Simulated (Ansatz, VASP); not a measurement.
# Two plane-wave programs on Hf4Te

```
Hf Te
1.0
    -2.71840    2.71840    4.23684
     2.71840   -2.71840    4.23684
     2.71840    2.71840   -4.23684
Hf Te
4 1
Direct
  0.32304 0.32304 0.00000
  0.67696 0.67696 0.00000
  0.50000 0.00000 0.50000
  0.00000 0.50000 0.50000
  0.00000 0.00000 0.00000
```

Change from the starting cell: species swapped into the PbF4 type (I4/mmm, No. 139).

Alike in both runs: functional PBE; k mesh 6 × 6 × 6; occupations gaussian, width 0.1 eV; no spin polarisation.

Ansatz relaxed the structure, and its values are those at the end. VASP's run is a single point on that final structure, the one shown.

|  | VASP | Ansatz |
| --- | --- | --- |
| version | VASP 6.6.1 | Ansatz 0.2.0 |
| potentials or method | VASP PAW PBE potentials, release 64 (Hf_pv, Te), cutoff 520 eV | scalar-relativistic, plane waves, PAW |
| valence electrons in the cell | 46 | 120 |

```tsv
	VASP	Ansatz	Ansatz less VASP
gap on the k mesh at the Fermi level (eV)	none	none	-
pressure (GPa)	-0.1	0.2	+0.27
rms of the force components (eV/Å)	0.012	0.000	-0.0119
```

A gap of «none» marks a metal or a gap that the smearing closes. VASP's potentials hold 46 valence electrons a cell and Ansatz's 120, so a difference there can come from the potentials and not from the codes.

Spin-orbit coupling is off throughout.
